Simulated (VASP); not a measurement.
Here is a VASP 6.6.1 calculation.

INCAR

```
ALGO = Fast ; EDIFF = 1E-6
ENCUT = 520 ; ISIF = 2
ISMEAR = 0 ; LASPH = True
LCHARG = False ; LREAL = False
LWAVE = False ; NBANDS = 16
NELM = 80 ; PREC = Accurate
SIGMA = 0.15
```

The input KPOINTS:

```
k-points
0
Gamma
  14 14 14
```

File POSCAR:

```
SbPb
1.0
    0.0000000000      3.1276363045      3.2123952484
    3.1276363045      0.0000000000      3.2123952484
    3.1276363045      3.1276363045      0.0000000000
Sb Pb
1 1
Direct
    0.5000000000      0.5000000000      0.5000000000
    0.0000000000      0.0000000000      0.0000000000
```

Potentials or basis: VASP PAW LDA potentials, release 64 (Sb, Pb_d).

Run with:

```sh
$ cat potpaw_LDA.64/Sb/POTCAR potpaw_LDA.64/Pb_d/POTCAR > POTCAR
$ mpirun -np 1 vasp_std > vasp.out
```

Predict the band gap on the k mesh.

zero (an odd number of electrons rules out a gap without spin polarisation).

Estimate the pressure.

-2.4 GPa.

Stress tensor (GPa, compression positive):
```
-1.69  0.00  0.00
 0.00 -1.69  0.00
 0.00  0.00 -3.85
```

Caveat: spin-orbit coupling is left out, which moves the levels of the heavy elements.
